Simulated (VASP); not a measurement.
# V (Im-3m) in VASP: a series of runs

The runs below take V through single point, with PBE.

All numbers are computed with VASP 6.6.1; they aren't measurements. Logs are shortened: lines on timing, memory, paths and dates and some standing lists are left out, and cuts for length are marked.

## (1) The cell of the first run

It takes space group Im-3m (No. 229, cubic). Conventional cell: a = 2.991 Å, b = 2.991 Å, c = 2.991 Å, α = 90.00°, β = 90.00°, γ = 90.00°. V (site symmetry m-3m) has 14 V at 2.59 to 2.99 Å within 3.4 Å.

## (2) Single point, PBE, collinear spin (13.39 Å³/atom)

Input file INCAR:

```
  PREC = Accurate
  ENCUT = 500
  EDIFF = 1E-6
  ISMEAR = 0
  SIGMA = 0.05
  LREAL = F
  LASPH = T
  NELM = 200
  ALGO = Normal
  ISIF = 2
  LWAVE = F
  LCHARG = F
  ISPIN = 2
  MAGMOM = 0.05
  LORBIT = 11
  LMAXMIX = 4
  GGA = PE
  NBANDS = 16
  GGA_COMPAT = F
```

Input file KPOINTS:

```
regular mesh
0
Gamma
  20 20 20
```

Input file POSCAR:

```
V
1.0
   -1.4957415031      1.4957415031      1.4957415031
    1.4957415031     -1.4957415031      1.4957415031
    1.4957415031      1.4957415031     -1.4957415031
V
1
Direct
    0.0000000000      0.0000000000      0.0000000000
```

Potentials or basis: VASP PAW PBE potentials, release 64 (V_sv).

Started as:

```
cat potpaw_PBE.64/V_sv/POTCAR > POTCAR
mpirun -np 1 vasp_std > vasp.out
```

OUTCAR:

```text
PREC = Accurate
   ENCUT = 500
   EDIFF = 1E-6
   ISMEAR = 0
   LREAL = F
   LASPH = T
   NELM = 200
   ISIF = 2
   ISPIN = 2
   LORBIT = 11
   GGA = PE

 ion  position               nearest neighbor table
   1  0.000  0.000  0.000-

  LATTYP: Found a body centered cubic cell.
 ALAT       =     2.9914830062

  Lattice vectors:

 A1 = (  -1.4957415031,   1.4957415031,   1.4957415031)
 A2 = (   1.4957415031,  -1.4957415031,   1.4957415031)
 A3 = (   1.4957415031,   1.4957415031,  -1.4957415031)

Analysis of symmetry for initial positions (statically):
=====================================================================
 Subroutine PRICEL returns:
 Original cell was already a primitive cell.

 Routine SETGRP: Setting up the symmetry group for a
 body centered cubic supercell.

 Subroutine GETGRP returns: Found 48 space group operations
 (whereof 48 operations were pure point group operations)
 out of a pool of 48 trial point group operations.

The static configuration has the point symmetry O_h .

Analysis of symmetry for dynamics (positions and initial velocities):
=====================================================================
 Subroutine PRICEL returns:
 Original cell was already a primitive cell.

 Routine SETGRP: Setting up the symmetry group for a
 body centered cubic supercell.

 Subroutine GETGRP returns: Found 48 space group operations
 (whereof 48 operations were pure point group operations)
 out of a pool of 48 trial point group operations.

The dynamic configuration has the point symmetry O_h .

Analysis of structural, dynamic, and magnetic symmetry:
=====================================================================
 Subroutine PRICEL returns:
 Original cell was already a primitive cell.

 Routine SETGRP: Setting up the symmetry group for a
 body centered cubic supercell.

 Subroutine GETGRP returns: Found 48 space group operations
 (whereof 48 operations were pure point group operations)
 out of a pool of 48 trial point group operations.

The overall configuration has the point symmetry O_h .

 Subroutine INISYM returns: Found 48 space group operations
 (whereof 48 operations are pure point group operations),
 and found     1 'primitive' translations

----------------------------------------------------------------------------------------

                                     Primitive cell

  volume of cell :      13.3853

  direct lattice vectors                    reciprocal lattice vectors
[... 101 lines left out ...]
   EFERMI_NEDOS =   21; number of points for ismear=-14 and -15
   IALGO  =     38    algorithm
   IMIX   =      4    mixing-type and parameters
     AMIX     =   0.40;   BMIX     =  1.00
     AMIX_MAG =   1.60;   BMIX_MAG =  1.00
  volume/ion in A,a.u.               =      13.39        90.33
  Fermi-wavevector in a.u.,A,eV,Ry     =   1.621235  3.063691 35.761610  2.628404
  Thomas-Fermi vector in A             =   2.715044
   LORBIT       =     11    0 simple, 1 ext, 2 COOP (PROOUT), +10 PAW based schemes
   GGA     = PE    functional components
   LHFCALC =     F    Hartree Fock is set to
   AEXX    =    0.0000 exact exchange contribution
   IVDW    =     0    specifies the selected vdW correction
   LEPSILON=     F    determine dielectric tensor
   LRPA    =     F    only Hartree local field effects (RPA)
 spin polarized calculation
 Gauss-broadening in eV      SIGMA  =   0.05
  energy-cutoff  :      500.00
  volume of cell :       13.39
 maximum number of plane-waves:       370
   NGX =  9   NGY =  9   NGZ =  9

 number of electron      12.9999990 magnetization       0.0002004

 Free energy of the ion-electron system (eV)
  ---------------------------------------------------
  ext. energy  EPLUGINS =         0.00000000
  ---------------------------------------------------
  free energy    TOTEN  =        -8.99286799 eV

  energy without entropy =       -8.99036369  energy(sigma->0) =       -8.99161584

 E-fermi :   9.7752     XC(G=0): -12.9393

 val. band max:        9.7744657180   @ k =  -0.2000   0.2500   0.1000
 cond. band min:       9.7772479647   @ k =  -0.3000   0.3000   0.1500
 fundamental gap:      0.0027822466
 Fermi energy:         9.7751509196

 spin component 1

 k-point     1 :       0.0000    0.0000    0.0000
  band No.  band energies     occupation
      1     -53.9315      1.00000
      2     -27.2220      1.00000
      3     -27.2220      1.00000
      4     -27.2220      1.00000
      5       3.1853      1.00000
      6      10.1953      0.00000
[... 435 lines left out ...]
      5       6.2028      1.00000
      6       9.1241      1.00000
[... 8 lines left out ...]
     15      37.3103      0.00000
     16      38.3360      0.00000

 [... further k-points ...]

 spin component 2

 k-point     1 :       0.0000    0.0000    0.0000
  band No.  band energies     occupation
      1     -53.9318      1.00000
      2     -27.2222      1.00000
      3     -27.2222      1.00000
      4     -27.2222      1.00000
      5       3.1854      1.00000
      6      10.1956      0.00000
[... 435 lines left out ...]
      5       6.2028      1.00000
      6       9.1244      1.00000
[... 8 lines left out ...]
     15      37.3103      0.00000
     16      38.3361      0.00000

 [... further k-points ...]

------------------------ aborting loop because EDIFF is reached ----------------------------------------

  FORCE on cell =-STRESS in cart. coord.  units (eV):
  Direction    XX          YY          ZZ          XY          YZ          ZX
  --------------------------------------------------------------------------------------
  -------------------------------------------------------------------------------------
  Total        0.0935809      0.0935809      0.0935809      0.0000000     -0.0000000      0.0000000
  in kB       11.2012946     11.2012946     11.2012946      0.0000000     -0.0000000      0.0000000
  external PRESSURE =      11.2012946 kB  Pullay stress =       0.0000000 kB

 VOLUME and BASIS-vectors are now :
 -----------------------------------------------------------------------------
  energy-cutoff  :      500.00
  volume of cell :       13.39
      direct lattice vectors                 reciprocal lattice vectors
    -1.495741503  1.495741503  1.495741503     0.000000000  0.334282360  0.334282360
     1.495741503 -1.495741503  1.495741503     0.334282360  0.000000000  0.334282360
     1.495741503  1.495741503 -1.495741503     0.334282360  0.334282360  0.000000000

 POSITION                                       TOTAL-FORCE (eV/Angst)
 -----------------------------------------------------------------------------------
      0.00000      0.00000      0.00000        -0.000000      0.000000     -0.000000
 -----------------------------------------------------------------------------------
    total drift:                                0.000000     -0.000000      0.000000

  FREE ENERGIE OF THE ION-ELECTRON SYSTEM (eV)
  ---------------------------------------------------
  free  energy   TOTEN  =        -8.9928679872 eV

  energy  without entropy=       -8.9903636910  energy(sigma->0) =       -8.99161584

 total charge

# of ion       s       p       d       tot
------------------------------------------
    1        2.343   6.225   3.094  11.662

 magnetization (x)

# of ion       s       p       d       tot
------------------------------------------
    1        0.000   0.000   0.000   0.000
```

OSZICAR:

```text
N       E                     dE             d eps       ncg     rms          rms(c)
DAV:   1     0.884012032827E+02    0.88401E+02   -0.63271E+03 16632   0.864E+02
DAV:   2    -0.891266542802E+01   -0.97314E+02   -0.93417E+02 18192   0.265E+02
DAV:   3    -0.103698219885E+02   -0.14572E+01   -0.14551E+01 18296   0.351E+01
DAV:   4    -0.103753495529E+02   -0.55276E-02   -0.55275E-02 19640   0.228E+00
DAV:   5    -0.103753959973E+02   -0.46444E-04   -0.46446E-04 18560   0.195E-01    0.185E+01
DAV:   6    -0.901919609783E+01    0.13562E+01   -0.14418E+00 16704   0.220E+01    0.172E+00
DAV:   7    -0.900109198669E+01    0.18104E-01   -0.17963E-02 18384   0.143E+00    0.985E-01
DAV:   8    -0.899278948820E+01    0.83025E-02   -0.46691E-03 18920   0.796E-01    0.138E-01
DAV:   9    -0.899285651827E+01   -0.67030E-04   -0.96846E-05 18432   0.108E-01    0.679E-02
DAV:  10    -0.899286886287E+01   -0.12345E-04   -0.22509E-06 18576   0.133E-02    0.212E-02
DAV:  11    -0.899286798716E+01    0.87571E-06   -0.22981E-06 16728   0.140E-02
   1 F= -.89928680E+01 E0= -.89916158E+01  d E =-.250430E-02  mag=     0.0001
```

It took 60 s on 1 thread of Intel Xeon Platinum 8124M at 3.00GHz (Skylake/Cascade Lake), shared host; peak memory 0.19 GiB.

Results:

```
Free energy                                           : -8.9929 eV
Pressure                                              : 1.1 GPa
Net moment                                            : 0.00 μB per cell
Valence electrons inside the program's atomic spheres : V 11.66
```

Levels at points of the mesh, in eV from the Fermi level:
Spin up:
```
           k point  band 2  band 3  band 4  band 5  band 6  band 7  band 8  band 9  band 10  band 11
(0.00, 0.00, 0.00)  -37.00  -37.00  -37.00   -6.59    0.42    0.42    0.42    2.45     2.45    20.55
(0.50, 0.00, 0.00)  -37.91  -37.28  -37.00   -3.18   -1.13    1.67    2.45    2.81     4.15    10.26
(0.50, 0.50, 0.50)  -37.62  -37.62  -37.62   -3.01   -3.01    3.76    3.76    3.76    10.27    10.27
```
Spin down:
```csv
k point,band 3,band 4,band 5,band 6,band 7,band 8,band 9,band 10
"(0.00, 0.00, 0.00)",-37.00,-37.00,-6.59,0.42,0.42,0.42,2.45,2.45
"(0.50, 0.00, 0.00)",-37.28,-37.00,-3.18,-1.13,1.67,2.45,2.81,4.15
"(0.50, 0.50, 0.50)",-37.62,-37.62,-3.01,-3.01,3.76,3.76,3.76,10.27
```

## (3) Single point, PBE, collinear spin (13.46 Å³/atom)

This run uses another cell than the first one, of 13.46 Å³/atom.

Input file INCAR:

```
SYSTEM = V
  PREC = Accurate
  ENCUT = 500
  EDIFF = 1E-6
  ISMEAR = 0
  SIGMA = 0.05
  LREAL = .False.
  LASPH = .True.
  NELM = 200
  ALGO = Normal
  ISIF = 2
  LWAVE = .False.
  LCHARG = .False.
  ISPIN = 2
  MAGMOM = 0.05
  LORBIT = 11
  LMAXMIX = 4
  GGA = PE
  NBANDS = 16
  GGA_COMPAT = .False.
```

Input file KPOINTS:

```
Automatic mesh
0
Gamma
  20 20 20
  0 0 0
```

Input file POSCAR:

```
V
1.0
   -1.4983851313      1.4983851313      1.4983851313
    1.4983851313     -1.4983851313      1.4983851313
    1.4983851313      1.4983851313     -1.4983851313
V
1
Direct
    0.0000000000      0.0000000000      0.0000000000
```

Potentials or basis: VASP PAW PBE potentials, release 64 (V_sv).

Started as:

```
cat potpaw_PBE.64/V_sv/POTCAR > POTCAR
mpirun -np 1 vasp_std > vasp.out
```

It took 61 s on 1 thread of Intel Xeon Platinum 8124M at 3.00GHz (Skylake/Cascade Lake), shared host; peak memory 0.19 GiB.

It converged, with:

```yaml
Free_energy: -8.9932 eV
Pressure: 0.1 GPa
Net_moment: 0.00 μB per cell
Valence_electrons_inside_the_program's_atomic_spheres: V 11.65
```

Levels at points of the mesh, in eV from the Fermi level:
Spin up:
```tsv
k point	band 5	band 6	band 7	band 8	band 9	band 10
(0.00, 0.00, 0.00)	-6.58	0.42	0.42	0.42	2.43	2.43
(0.50, 0.00, 0.00)	-3.17	-1.12	1.65	2.43	2.79	4.12
(0.50, 0.50, 0.50)	-2.99	-2.99	3.73	3.73	3.73	10.22
```
Spin down:
```csv
k point,band 5,band 6,band 7,band 8,band 9,band 10
"(0.00, 0.00, 0.00)",-6.58,0.42,0.42,0.42,2.43,2.43
"(0.50, 0.00, 0.00)",-3.17,-1.12,1.65,2.43,2.79,4.12
"(0.50, 0.50, 0.50)",-2.99,-2.99,3.73,3.73,3.73,10.22
```

## (4) Single point, PBE, collinear spin, ferromagnetic start

This run uses another cell than the first one: it holds 2 atoms, not 1.

Input file INCAR:

```
PREC = Accurate
ENCUT = 500
EDIFF = 1E-6
ISMEAR = 0
SIGMA = 0.05
LREAL = False
LASPH = True
NELM = 200
ALGO = Normal
ISIF = 2
LWAVE = False
LCHARG = False
ISPIN = 2
MAGMOM = 1 1
LORBIT = 11
LMAXMIX = 4
GGA = PE
NBANDS = 24
GGA_COMPAT = False
```

Input file KPOINTS:

```
Automatic mesh
0
Gamma
  12 12 12
```

Input file POSCAR:

```
V
1.0
    2.9967702626      0.0000000000      0.0000000000
    0.0000000000      2.9967702626      0.0000000000
    0.0000000000      0.0000000000      2.9967702626
V
2
Direct
    0.0000000000      0.0000000000      0.0000000000
    0.5000000000      0.5000000000      0.5000000000
```

Started as:

```
cat potpaw_PBE.64/V_sv/POTCAR > POTCAR
mpirun -np 1 vasp_std > vasp.out
```

It took 47 s on 1 thread of Intel Xeon Platinum 8124M at 3.00GHz (Skylake/Cascade Lake), shared host; peak memory 0.19 GiB.

The run converged. Its results:

| Property | Result |
| --- | --- |
| Free energy | -17.9857 eV |
| Pressure | 0.2 GPa |
| Band gap on the k mesh | zero (filled and empty bands overlap) |
| Net moment | 0.01 μB per cell |
| Valence electrons inside the program's atomic spheres | V 11.65 |

Levels at points of the mesh, in eV from the Fermi level:
Spin up:
| k point | band 11 | band 12 | band 13 | band 14 | band 15 | band 16 |
| --- | --- | --- | --- | --- | --- | --- |
| (0.00, 0.00, 0.00) | -2.97 | 0.43 | 0.43 | 0.43 | 2.44 | 2.44 |
| (0.50, 0.00, 0.00) | -0.54 | -0.54 | 0.86 | 0.86 | 0.86 | 0.86 |
| (0.50, 0.50, 0.00) | -1.11 | -1.11 | 1.67 | 1.67 | 2.44 | 2.44 |
| (0.50, 0.50, 0.50) | -1.10 | -1.10 | -1.10 | -1.10 | 2.86 | 2.86 |
Spin down:
```csv
k point,band 11,band 12,band 13,band 14,band 15,band 16
"(0.00, 0.00, 0.00)",-2.97,0.43,0.43,0.43,2.44,2.44
"(0.50, 0.00, 0.00)",-0.54,-0.54,0.87,0.87,0.87,0.87
"(0.50, 0.50, 0.00)",-1.11,-1.11,1.67,1.67,2.44,2.44
"(0.50, 0.50, 0.50)",-1.09,-1.09,-1.09,-1.09,2.87,2.87
```

Caveat: the moments typed at the start vanished in this run.

## (5) Single point, PBE, collinear spin, antiferromagnetic start

This run uses another cell than the first one: it holds 2 atoms, not 1.

Input file INCAR:

```
ALGO = Normal
EDIFF = 1E-6
ENCUT = 500
GGA = PE
GGA_COMPAT = False
ISIF = 2
ISMEAR = 0
ISPIN = 2
LASPH = True
LCHARG = False
LMAXMIX = 4
LORBIT = 11
LREAL = False
LWAVE = False
MAGMOM = 1 -1
NBANDS = 24
NELM = 200
PREC = Accurate
SIGMA = 0.05
```

Input file KPOINTS:

```
k-points
0
Gamma
  12 12 12
```

POSCAR is that of step 4.

Potentials or basis: VASP PAW PBE potentials, release 64 (V_sv).

Started as:

```
cat potpaw_PBE.64/V_sv/POTCAR > POTCAR
mpirun -np 1 vasp_std > vasp.out
```

OUTCAR:

```text
EDIFF = 1E-6
   ENCUT = 500
   GGA = PE
   ISIF = 2
   ISMEAR = 0
   ISPIN = 2
   LASPH = True
   LORBIT = 11
   LREAL = False
   NELM = 200
   PREC = Accurate

 ion  position               nearest neighbor table
   1  0.000  0.000  0.000-   2 2.60   2 2.60   2 2.60   2 2.60   2 2.60   2 2.60   2 2.60   2 2.60

   2  0.500  0.500  0.500-   1 2.60   1 2.60   1 2.60   1 2.60   1 2.60   1 2.60   1 2.60   1 2.60

  LATTYP: Found a simple cubic cell.
 ALAT       =     2.9967702626

  Lattice vectors:

 A1 = (   2.9967702626,   0.0000000000,   0.0000000000)
 A2 = (   0.0000000000,   2.9967702626,   0.0000000000)
 A3 = (   0.0000000000,   0.0000000000,   2.9967702626)

Analysis of symmetry for initial positions (statically):
=====================================================================
 Subroutine PRICEL returns following result:

  LATTYP: Found a body centered cubic cell.
 ALAT       =     2.9967702626
[... 12 lines left out ...]
 Subroutine GETGRP returns: Found 48 space group operations
 (whereof 48 operations were pure point group operations)
 out of a pool of 48 trial point group operations.

[... 858 lines left out ...]
 k-point     1 :       0.0000    0.0000    0.0000
  band No.  band energies     occupation
      1     -54.0155      1.00000
      2     -53.6808      1.00000
      3     -27.9296      1.00000
      4     -27.9296      1.00000
      5     -27.9296      1.00000
      6     -27.3142      1.00000
[... 637 lines left out ...]
     23      26.1451      0.00000
     24      26.4192      0.00000

 [... further k-points ...]
[... 5 lines left out ...]
  --------------------------------------------------------------------------------------
  -------------------------------------------------------------------------------------
  Total        0.0532968      0.0532968      0.0532968      0.0000000     -0.0000000      0.0000000
  in kB        3.1728652      3.1728652      3.1728652      0.0000000     -0.0000000      0.0000000
  external PRESSURE =       3.1728652 kB  Pullay stress =       0.0000000 kB

 VOLUME and BASIS-vectors are now :
 -----------------------------------------------------------------------------
  energy-cutoff  :      500.00
  volume of cell :       26.91
      direct lattice vectors                 reciprocal lattice vectors
     2.996770263  0.000000000  0.000000000     0.333692580  0.000000000  0.000000000
     0.000000000  2.996770263  0.000000000     0.000000000  0.333692580  0.000000000
     0.000000000  0.000000000  2.996770263     0.000000000  0.000000000  0.333692580

 POSITION                                       TOTAL-FORCE (eV/Angst)
 -----------------------------------------------------------------------------------
      0.00000      0.00000      0.00000         0.000000     -0.000000      0.000000
      1.49839      1.49839      1.49839        -0.000000      0.000000     -0.000000
 -----------------------------------------------------------------------------------
    total drift:                                0.000000      0.000000     -0.000000

  FREE ENERGIE OF THE ION-ELECTRON SYSTEM (eV)
  ---------------------------------------------------
  free  energy   TOTEN  =       -17.9856747955 eV

  energy  without entropy=      -17.9802110598  energy(sigma->0) =      -17.98294293

 total charge

# of ion       s       p       d       tot
------------------------------------------
    1        2.342   6.225   3.084  11.650
    2        2.342   6.225   3.084  11.650
--------------------------------------------------
tot          4.683  12.450   6.168  23.301

 magnetization (x)

# of ion       s       p       d       tot
------------------------------------------
    1        0.000  -0.000   0.000   0.000
    2       -0.000   0.000  -0.000  -0.000
--------------------------------------------------
tot          0.000   0.000   0.000   0.000
```

OSZICAR:

```text
N       E                     dE             d eps       ncg     rms          rms(c)
DAV:   1     0.283051121966E+03    0.28305E+03   -0.14103E+04  8088   0.123E+03
DAV:   2    -0.130604115362E+02   -0.29611E+03   -0.28657E+03  8256   0.403E+02
DAV:   3    -0.204760551372E+02   -0.74156E+01   -0.73895E+01  9128   0.750E+01
DAV:   4    -0.205231356966E+02   -0.47081E-01   -0.47079E-01  9144   0.634E+00
DAV:   5    -0.205237927125E+02   -0.65702E-03   -0.65701E-03  9064   0.689E-01    0.264E+01
DAV:   6    -0.179864005697E+02    0.25374E+01   -0.58396E+00  8632   0.298E+01    0.349E+00
DAV:   7    -0.179952105136E+02   -0.88099E-02   -0.24355E-01  8656   0.407E+00    0.284E+00
DAV:   8    -0.179920896817E+02    0.31208E-02   -0.74108E-03  9160   0.122E+00    0.108E+00
DAV:   9    -0.179850954508E+02    0.69942E-02   -0.14091E-02  9896   0.124E+00    0.337E-01
DAV:  10    -0.179856698580E+02   -0.57441E-03   -0.19797E-03  8528   0.449E-01    0.491E-02
DAV:  11    -0.179856757790E+02   -0.59210E-05   -0.33387E-05  8784   0.551E-02    0.185E-02
DAV:  12    -0.179856747955E+02    0.98346E-06   -0.44455E-06  7464   0.174E-02
   1 F= -.17985675E+02 E0= -.17982943E+02  d E =-.546374E-02  mag=     0.0000
```

Run time: 47 s. Hardware: 1 thread of Intel Xeon Platinum 8124M at 3.00GHz (Skylake/Cascade Lake), shared host; peak memory 0.19 GiB.

Results:

```
Free energy                                           : -17.9857 eV
Pressure                                              : 0.3 GPa
Band gap on the k mesh                                : zero (filled and empty bands overlap)
Net moment                                            : 0.00 μB per cell
Valence electrons inside the program's atomic spheres : V 11.65
```

Caveat: the moments typed at the start vanished in this run.

## (6) Overview

| spin | cell | k mesh | gap on the mesh (eV) | pressure (GPa) | moment (μB) |
| --- | --- | --- | --- | --- | --- |
| collinear | a = 2.591 Å, angles 109.5°, 1 atom, atomic positions A | 20 × 20 × 20 | none | 1.1 | 0.00 |
| collinear | a = 2.595 Å, angles 109.5°, 1 atom, atomic positions A | 20 × 20 × 20 | none | 0.1 | 0.00 |
| collinear, ferromagnetic start | a = 2.997 Å, 2 atoms, atomic positions B | 12 × 12 × 12 | none | 0.2 | 0.01 |
| collinear, antiferromagnetic start | a = 2.997 Å, 2 atoms, atomic positions B | 12 × 12 × 12 | none | 0.3 | 0.00 |

Alike in all rows: task single point; level PBE; potentials or basis VASP PAW PBE potentials, release 64 (V_sv); cutoff (eV) 500; smearing gaussian 0.05 eV.

Caveats: the moments typed at the start vanished in this run (at least some runs).

Total energies depend on the potentials used, so only differences within one code and one set of settings carry meaning.
